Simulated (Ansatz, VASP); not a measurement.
This is a calculation of MnO for VASP 6.6.1.

Contents of INCAR:

```
PREC     = Accurate       # precision mode
ENCUT    = 520            # plane-wave cutoff, eV
EDIFF    = 1E-6           # SCF threshold, eV
ISMEAR   = -1             # smearing method
SIGMA    = 0.05           # smearing width, eV
LREAL    = F              # projectors in reciprocal space
LASPH    = T              # aspherical terms in the spheres
NELM     = 150            # most SCF steps
ALGO     = Normal         # electronic algorithm
ISIF     = 2              # what is computed and relaxed
LWAVE    = F              # write WAVECAR
LCHARG   = T              # write CHGCAR
ISPIN    = 2              # spin polarisation
MAGMOM   = 5.5 0          # initial moments
LORBIT   = 11             # projections on sites
LMAXMIX  = 4              # l up to which the mixer works
GGA      = PS             # functional
LELF     = T              # ELF
LVHAR    = T            
NBANDS   = 20             # bands
```

The input KPOINTS:

```
regular mesh
0
Gamma
  10 10 10
```

POSCAR

```
MnO
1.0
    0.0000000000      2.2239077028      2.2239077028
    2.2239077028      0.0000000000      2.2239077028
    2.2239077028      2.2239077028      0.0000000000
Mn O
1 1
Direct
    0.0000000000      0.0000000000      0.0000000000
    0.5000000000      0.5000000000      0.5000000000
```

Potentials or basis: VASP PAW PBE potentials, release 64 (Mn_pv, O).

Launch:

```console
$ cat potpaw_PBE.64/Mn_pv/POTCAR potpaw_PBE.64/O/POTCAR > POTCAR
$ mpirun -np 1 vasp_std > vasp.out
```

Problem. Translate it to Ansatz 0.2.0. Potentials there: Ansatz PAW.

Solution. As run (the cutoff follows the program's own potentials):

input.yaml

```yaml
crystal:
  lattice:
    - [0.0, 2.2239077028, 2.2239077028]
    - [2.2239077028, 0.0, 2.2239077028]
    - [2.2239077028, 2.2239077028, 0.0]
  atoms:
    - { symbol: Mn, position: [0.0, 0.0, 0.0], spin: 5.5 }
    - { symbol: O, position: [0.5, 0.5, 0.5] }
hamiltonian:
  xc: pbesol
  pseudopotentials: { kind: paw }
magnetization:
  spin_polarized: true
kpoints:
  mp_grid: { grid: [10, 10, 10] }
scf:
  occupations: { method: fermi_dirac, width: 0.05 }
output:
  forces: true
  stress: true
  eigenvalues: true
```

Potentials or basis: Ansatz PAW.

Launch:

```bash
$ ansatz run input.yaml --threads 2 --pin off --max-ram 5632MiB --backend cpu --events-out ev --progress --plain --runs-dir out
```

Both were run:

|  | VASP | Ansatz | Ansatz less VASP |
| --- | --- | --- | --- |
| gap on the k mesh at the Fermi level (eV) | none | none | - |
| pressure (GPa) | -6.9 | -7.2 | -0.26 |
| net moment per atom (μB) | 2.38 | 2.38 | 0.000 |
| size of the moment on the site where the two differ most (μB) | 4.32 | 4.03 | -0.286 |

VASP's potentials were made for PBE, not for PBEsol. Site moments also hang on the region over which each program counts them. A gap of «none» marks a metal or a gap that the smearing closes. VASP's potentials hold 19 valence electrons a cell and Ansatz's 21, so a difference there can come from the potentials and not from the codes.
